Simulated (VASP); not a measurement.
Write the native input for VASP 6.6.1 that does the following.

| Item | Value |
| --- | --- |
| Task | single point |
| Functional | PBE |
| Potentials or basis | VASP PAW PBE potentials, release 64 (Y_sv, C) |
| Cutoff | 520 eV |
| k mesh | 8 × 8 × 8 |
| Occupations | gaussian, width 0.1 eV |
| Spin | no spin polarisation |
| Dipole correction | no |
| Further INCAR settings | ALGO = Fast; EDIFF = 1e-06; NBANDS = 37 |

The structure of Y4C3 lies in POSCAR:

```
Y4C3
1.0
    5.0669603956      0.0000000000      0.0000000000
    0.0000000000      5.0669603956      0.0000000000
    0.0000000000      0.0000000000      5.0669603956
Y C
4 3
Direct
    0.5000000000      0.5000000000      0.5000000000
    0.5000000000      0.0000000000      0.0000000000
    0.0000000000      0.5000000000      0.0000000000
    0.0000000000      0.0000000000      0.5000000000
    0.5000000000      0.5000000000      0.0000000000
    0.0000000000      0.5000000000      0.5000000000
    0.5000000000      0.0000000000      0.5000000000
```

The cell was generated, and may not be a known phase.

The input as run:

INCAR

```
SYSTEM = Y4C3
PREC = Accurate
ENCUT = 520
EDIFF = 1E-6
ISMEAR = 0
SIGMA = 0.1
LREAL = .FALSE.
LASPH = .TRUE.
NELM = 80
ALGO = Fast
ISIF = 2
LWAVE = .FALSE.
LCHARG = .FALSE.
GGA = PE
NBANDS = 37
```

KPOINTS

```
regular mesh
0
G
  8 8 8
  0 0 0
```

Potentials or basis: VASP PAW PBE potentials, release 64 (Y_sv, C).

Run with:

```sh
$ cat potpaw_PBE.64/Y_sv/POTCAR potpaw_PBE.64/C/POTCAR > POTCAR
$ mpirun -np 1 vasp_std > vasp.out
```

Results of the run:

```json
{
  "Pressure": "-0.1 GPa",
  "Band gap on the k mesh": "zero (bands 28 and 29 overlap by 1.04 eV)"
}
```

Run time: 2.9 min on 1 thread of Oxide Virtual Turin-like Processor, on a shared host, peak memory 0.3 GiB.
